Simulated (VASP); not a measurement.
# CdSe (wurtzite type) (P6_3mc) in VASP: a series of runs

The runs below take CdSe (wurtzite type) through single point, with PBE.

Everything below comes from runs of VASP 6.6.1. Logs are shortened: lines on timing, memory, paths and dates and some standing lists are left out, and cuts for length are marked.

### Step 1. The cell of the first run

Symmetry: P6_3mc, No. 186, hexagonal system. The conventional cell has a = 4.038 Å, b = 4.038 Å, c = 6.744 Å, α = 90.00°, β = 90.00°, γ = 120.00°. Within 3.3 Å of Cd (site symmetry 3m) lie 4 Se at 2.49 Å. Within 3.3 Å of Se (site symmetry 3m) lie 4 Cd at 2.49 Å.

### Step 2. Single point, PBE (volume scaled by 0.8)

Contents of INCAR:

```
SYSTEM = CdSe
ALGO = Normal ; EDIFF = 1E-6
ENCUT = 520 ; GGA = PE
ISIF = 2 ; ISMEAR = -1
LASPH = .True. ; LCHARG = .True.
LELF = .True. ; LREAL = .False.
LVHAR = .True. ; LWAVE = .False.
NBANDS = 26 ; NELM = 60
PREC = Accurate ; SIGMA = 0.05
```

Contents of KPOINTS:

```
k-points
0
Gamma
  9 9 5
  0 0 0
```

Contents of POSCAR:

```
CdSe
1.0
    4.0377375958      0.0000000000      0.0000000000
   -2.0188687979      3.4967833317      0.0000000000
    0.0000000000      0.0000000000      6.7442578881
Cd Se
2 2
Direct
    0.3333333333      0.6666666667      0.0036818132
    0.6666666667      0.3333333333      0.5036818132
    0.3333333333      0.6666666667      0.3723181868
    0.6666666667      0.3333333333      0.8723181868
```

Potentials or basis: VASP PAW PBE potentials, release 64 (Cd, Se).

The run is started by

```sh
> cat potpaw_PBE.64/Cd/POTCAR potpaw_PBE.64/Se/POTCAR > POTCAR
> mpirun -np 1 vasp_std > vasp.out
```

OUTCAR:

```text
SYSTEM = CdSe
   EDIFF = 1E-6
   ENCUT = 520
   GGA = PE
   ISIF = 2
   ISMEAR = -1
   LASPH = .True.
   LREAL = .False.
   NELM = 60
   PREC = Accurate

 ion  position               nearest neighbor table
   1  0.333  0.667  0.004-   3 2.49   4 2.49   4 2.49   4 2.49
   2  0.667  0.333  0.504-   4 2.49   3 2.49   3 2.49   3 2.49
   3  0.333  0.667  0.372-   1 2.49   2 2.49   2 2.49   2 2.49
   4  0.667  0.333  0.872-   2 2.49   1 2.49   1 2.49   1 2.49

  LATTYP: Found a hexagonal cell.
 ALAT       =     4.0377375958
 C/A-ratio  =     1.6703061376

  Lattice vectors:

 A1 = (   4.0377375958,   0.0000000000,   0.0000000000)
 A2 = (  -2.0188687979,   3.4967833317,   0.0000000000)
 A3 = (   0.0000000000,   0.0000000000,   6.7442578881)

Analysis of symmetry for initial positions (statically):
=====================================================================
 Subroutine PRICEL returns:
 Original cell was already a primitive cell.

 Routine SETGRP: Setting up the symmetry group for a
 hexagonal supercell.

 Subroutine GETGRP returns: Found 12 space group operations
 (whereof  6 operations were pure point group operations)
 out of a pool of 24 trial point group operations.

The static configuration has the point symmetry C_3v.
 The point group associated with its full space group is C_6v.

Analysis of symmetry for dynamics (positions and initial velocities):
=====================================================================
 Subroutine PRICEL returns:
 Original cell was already a primitive cell.

 Routine SETGRP: Setting up the symmetry group for a
 hexagonal supercell.

 Subroutine GETGRP returns: Found 12 space group operations
 (whereof  6 operations were pure point group operations)
 out of a pool of 24 trial point group operations.

The dynamic configuration has the point symmetry C_3v.
 The point group associated with its full space group is C_6v.

 Subroutine INISYM returns: Found 12 space group operations
 (whereof  6 operations are pure point group operations),
 and found     1 'primitive' translations

----------------------------------------------------------------------------------------

                                     Primitive cell

  volume of cell :      95.2228

  direct lattice vectors                    reciprocal lattice vectors
     4.037737596  0.000000000  0.000000000     0.247663444  0.142988556  0.000000000
    -2.018868798  3.496783332  0.000000000     0.000000000  0.285977112  0.000000000
     0.000000000  0.000000000  6.744257888     0.000000000  0.000000000  0.148274283
[... 89 lines left out ...]
   LREAL  =      F    real-space projection
   EDIFFG = 0.1E-04   stopping-criterion for IOM
   NSW    =      0    number of steps for IOM
   IBRION =     -1    ionic relax: 0-MD 1-quasi-New 2-CG
   NFREE  =      0    steps in history (QN), initial steepest desc. (CG)
   ISIF   =      2    stress and relaxation
   ISYM   =      2    0-nonsym 1-usesym 2-fastsym
   POTIM  = 0.5000    time-step for ionic-motion
   TEBEG  =    0.0;   TEEND  =   0.0 temperature during run
   PSTRESS=    0.0 pullay stress
   NELECT =      36.0000    total number of electrons
   NUPDOWN=      -1.0000    fix difference up-down
   EMIN   =  10.00;   EMAX   =-10.00  energy-range for DOS
   EFERMI =   0.00;   METHOD = LEGACY
   ISMEAR =    -1;   SIGMA  =   0.05  broadening in eV -4-tet -1-fermi 0-gaus
   EFERMI_NEDOS =   21; number of points for ismear=-14 and -15
   IALGO  =     38    algorithm
   IMIX   =      4    mixing-type and parameters
     AMIX     =   0.40;   BMIX     =  1.00
     AMIX_MAG =   1.60;   BMIX_MAG =  1.00
  volume/ion in A,a.u.               =      23.81       160.65
  Fermi-wavevector in a.u.,A,eV,Ry     =   1.183755  2.236973 19.065532  1.401277
  Thomas-Fermi vector in A             =   2.319984
   LORBIT       =      0    0 simple, 1 ext, 2 COOP (PROOUT), +10 PAW based schemes
   GGA     = PE    functional components
   LHFCALC =     F    Hartree Fock is set to
   AEXX    =    0.0000 exact exchange contribution
   IVDW    =     0    specifies the selected vdW correction
   LEPSILON=     F    determine dielectric tensor
   LRPA    =     F    only Hartree local field effects (RPA)
 non-spin polarized calculation
  energy-cutoff  :      520.00
  volume of cell :       95.22
 maximum number of plane-waves:      2589
 NGX is ok and might be reduce to    30
   NGX = 15   NGY = 15   NGZ = 25

 number of electron      36.0000011 magnetization

 Free energy of the ion-electron system (eV)
  ---------------------------------------------------
  ext. energy  EPLUGINS =         0.00000000
  ---------------------------------------------------
  free energy    TOTEN  =        -9.92721805 eV

  energy without entropy =       -9.92721740  energy(sigma->0) =       -9.92721772

 E-fermi :   2.9878     XC(G=0):  -9.6686

 val. band max:        2.4782873634   @ k =   0.0000   0.0000   0.0000
 cond. band min:       3.4398831826   @ k =   0.0000   0.0000   0.0000
 fundamental gap:      0.9615958192
 Fermi energy:         2.9877868932

 k-point     1 :       0.0000    0.0000    0.0000
  band No.  band energies     occupation
      1     -11.2651      2.00000
      2     -10.7310      2.00000
      3      -6.2560      2.00000
      4      -6.2020      2.00000
      5      -6.2020      2.00000
      6      -6.0915      2.00000
[... 685 lines left out ...]
     25      11.6593      0.00000
     26      11.6831      0.00000

 [... further k-points ...]

------------------------ aborting loop because EDIFF is reached ----------------------------------------

  FORCE on cell =-STRESS in cart. coord.  units (eV):
  Direction    XX          YY          ZZ          XY          YZ          ZX
  --------------------------------------------------------------------------------------
  -------------------------------------------------------------------------------------
  Total       10.2704076     10.2704076     10.2957310      0.0000000      0.0000000      0.0000000
  in kB      172.8053879    172.8053879    173.2314677      0.0000000      0.0000000      0.0000000
  external PRESSURE =     172.9474145 kB  Pullay stress =       0.0000000 kB

 VOLUME and BASIS-vectors are now :
 -----------------------------------------------------------------------------
  energy-cutoff  :      520.00
  volume of cell :       95.22
      direct lattice vectors                 reciprocal lattice vectors
     4.037737596  0.000000000  0.000000000     0.247663444  0.142988556  0.000000000
    -2.018868798  3.496783332  0.000000000     0.000000000  0.285977112  0.000000000
     0.000000000  0.000000000  6.744257888     0.000000000  0.000000000  0.148274283

 POSITION                                       TOTAL-FORCE (eV/Angst)
 -----------------------------------------------------------------------------------
     -0.00000      2.33119      0.02483        -0.000000      0.000000      0.000863
      2.01887      1.16559      3.39696         0.000000     -0.000000      0.000863
     -0.00000      2.33119      2.51101         0.000000      0.000000     -0.000863
      2.01887      1.16559      5.88314         0.000000     -0.000000     -0.000863
 -----------------------------------------------------------------------------------
    total drift:                               -0.000000      0.000000      0.000129

  FREE ENERGIE OF THE ION-ELECTRON SYSTEM (eV)
  ---------------------------------------------------
  free  energy   TOTEN  =        -9.9272180463 eV

  energy  without entropy=       -9.9272173983  energy(sigma->0) =       -9.92721772
```

stdout:

```text
POSCAR found type information on POSCAR CdSe
 POSCAR found :  2 types and       4 ions
 scaLAPACK will be used
 LDA part: xc-table for (Slater+PW92), standard interpolation
 POSCAR, INCAR and KPOINTS ok, starting setup
 FFT: planning ... GRIDC
 FFT: planning ... GRID_SOFT
 FFT: planning ... GRID
 WAVECAR not read
 entering main loop
```

It took 60 s on 1 thread of Intel Xeon Platinum 8488C (Sapphire Rapids), shared host; peak memory 0.24 GiB.

Results:

```
Free energy            : -9.9272 eV
Pressure               : 17.3 GPa
Band gap on the k mesh : 0.96 eV, direct
```

Caveat: the cell differs from its parent crystal (volume scaled by 0.8).

### Step 3. Single point, PBE

This run uses another cell than the first one, of 29.76 Å³/atom, 1.250 times its volume.

Contents of INCAR:

```
PREC = Accurate ; ENCUT = 520
EDIFF = 1E-7 ; ISMEAR = -1
SIGMA = 0.05 ; LREAL = False
LASPH = True ; NELM = 100
ALGO = Normal ; ISIF = 2
LWAVE = False ; LCHARG = True
GGA = PE ; LELF = True
LVHAR = True ; NBANDS = 26
```

Contents of KPOINTS:

```
Automatic mesh
0
Gamma
  9 9 5
```

Contents of POSCAR:

```
CdSe
1.0
    4.3830357520      0.0000000000      0.0000000000
   -2.1915178760      3.7958203069      0.0000000000
    0.0000000000      0.0000000000      7.1543525681
Cd Se
2 2
Direct
    0.3333333333      0.6666666667      0.0001242000
    0.6666666667      0.3333333333      0.5001242000
    0.3333333333      0.6666666667      0.3758758000
    0.6666666667      0.3333333333      0.8758758000
```

Potentials or basis: VASP PAW PBE potentials, release 64 (Cd, Se).

The run is started by

```sh
> cat potpaw_PBE.64/Cd/POTCAR potpaw_PBE.64/Se/POTCAR > POTCAR
> mpirun -np 1 vasp_std > vasp.out
```

OUTCAR:

```text
PREC = Accurate
   ENCUT = 520
   EDIFF = 1E-7
   ISMEAR = -1
   LREAL = False
   LASPH = True
   NELM = 100
   ISIF = 2
   GGA = PE

 ion  position               nearest neighbor table
   1  0.333  0.667  0.000-   4 2.68   4 2.68   4 2.68   3 2.69
   2  0.667  0.333  0.500-   3 2.68   3 2.68   3 2.68   4 2.69
   3  0.333  0.667  0.376-   2 2.68   2 2.68   2 2.68   1 2.69
   4  0.667  0.333  0.876-   1 2.68   1 2.68   1 2.68   2 2.69

  LATTYP: Found a hexagonal cell.
[... 897 lines left out ...]
  Direction    XX          YY          ZZ          XY          YZ          ZX
  --------------------------------------------------------------------------------------
  -------------------------------------------------------------------------------------
  Total        0.1798109      0.1798109      0.1833422      0.0000000     -0.0000000      0.0000000
  in kB        2.4203358      2.4203358      2.4678686      0.0000000     -0.0000000      0.0000000
  external PRESSURE =       2.4361801 kB  Pullay stress =       0.0000000 kB

 VOLUME and BASIS-vectors are now :
 -----------------------------------------------------------------------------
  energy-cutoff  :      520.00
  volume of cell :      119.03
      direct lattice vectors                 reciprocal lattice vectors
     4.383035752  0.000000000  0.000000000     0.228152371  0.131723833  0.000000000
    -2.191517876  3.795820307  0.000000000     0.000000000  0.263447666  0.000000000
     0.000000000  0.000000000  7.154352568     0.000000000  0.000000000  0.139775052

 POSITION                                       TOTAL-FORCE (eV/Angst)
 -----------------------------------------------------------------------------------
     -0.00000      2.53055      0.00089         0.000000      0.000000      0.000644
      2.19152      1.26527      3.57806        -0.000000      0.000000      0.000644
     -0.00000      2.53055      2.68915        -0.000000      0.000000     -0.000644
      2.19152      1.26527      6.26632         0.000000     -0.000000     -0.000644
 -----------------------------------------------------------------------------------
    total drift:                               -0.000000     -0.000000      0.000128

  FREE ENERGIE OF THE ION-ELECTRON SYSTEM (eV)
  ---------------------------------------------------
  free  energy   TOTEN  =       -10.9951744747 eV

  energy  without entropy=      -10.9951372967  energy(sigma->0) =      -10.99515589
```

OSZICAR:

```text
N       E                     dE             d eps       ncg     rms          rms(c)
DAV:   1     0.237633710659E+03    0.23763E+03   -0.16917E+04  1872   0.124E+03
DAV:   2     0.120050404209E+01   -0.23643E+03   -0.22888E+03  2060   0.304E+02
DAV:   3    -0.116535425635E+02   -0.12854E+02   -0.12777E+02  2226   0.705E+01
DAV:   4    -0.117633299084E+02   -0.10979E+00   -0.10969E+00  2136   0.619E+00
DAV:   5    -0.117640040855E+02   -0.67418E-03   -0.67415E-03  2134   0.470E-01    0.782E+00
DAV:   6    -0.110266847421E+02    0.73732E+00   -0.12793E+00  2122   0.105E+01    0.628E+00
DAV:   7    -0.109947854015E+02    0.31899E-01   -0.47208E-01  1938   0.345E+00    0.259E+00
DAV:   8    -0.109948224074E+02   -0.37006E-04   -0.42149E-02  1960   0.202E+00    0.358E-01
DAV:   9    -0.109948998103E+02   -0.77403E-04   -0.62014E-03  2078   0.866E-01    0.900E-02
DAV:  10    -0.109950905377E+02   -0.19073E-03   -0.76017E-04  1986   0.284E-01    0.706E-02
DAV:  11    -0.109951833575E+02   -0.92820E-04   -0.23193E-04  1934   0.848E-02    0.264E-02
DAV:  12    -0.109951724243E+02    0.10933E-04   -0.35200E-05  2050   0.574E-02    0.813E-03
DAV:  13    -0.109951745546E+02   -0.21303E-05   -0.11532E-05  1938   0.150E-02    0.858E-03
DAV:  14    -0.109951744747E+02    0.79912E-07   -0.70057E-07  2080   0.467E-03
   1 F= -.10995174E+02 E0= -.10995156E+02  d E =-.371780E-04
```

Wall time 71 s (1 thread of Intel Xeon Platinum 8488C (Sapphire Rapids), shared host); peak memory 0.3 GiB.

Results:

```yaml
Free_energy: -10.9952 eV
Pressure: 0.2 GPa
Band_gap_on_the_k_mesh: 0.54 eV, direct
```

### Step 4. Single point, PBE

This run uses another cell than the first one, of 29.76 Å³/atom, 1.250 times its volume.

Contents of INCAR:

```
ALGO = Normal
EDIFF = 1E-6
ENCUT = 520
GGA = PE
ISIF = 2
ISMEAR = -1
LASPH = True
LCHARG = False
LREAL = False
LWAVE = False
NBANDS = 26
NELM = 80
PREC = Accurate
SIGMA = 0.05
```

Contents of KPOINTS:

```
k-points
0
Gamma
  9 9 5
```

Edit POSCAR of step 3 so:

```diff
@@ -4,3 +4,3 @@
    -2.1915178760      3.7958203069      0.0000000000
-    0.0000000000      0.0000000000      7.1543525681
+    0.0000000000      0.0000000000      7.1543525682
 Cd Se
```

The run is started by

```sh
> cat potpaw_PBE.64/Cd/POTCAR potpaw_PBE.64/Se/POTCAR > POTCAR
> mpirun -np 1 vasp_std > vasp.out
```

Wall time 72 s (1 thread of Intel Xeon Platinum 8488C (Sapphire Rapids), shared host); peak memory 0.3 GiB.

The run converged. Its results:

- Free energy: -10.9952 eV
- Pressure: 0.2 GPa
- Band gap on the k mesh: 0.54 eV, direct

Levels at points of the mesh, in eV from the valence-band top:
```tsv
k point	band 16	band 17	band 18	band 19	band 20	band 21
(0.00, 0.00, 0.00)	-0.04	0.00	0.00	0.54	2.14	5.85
```
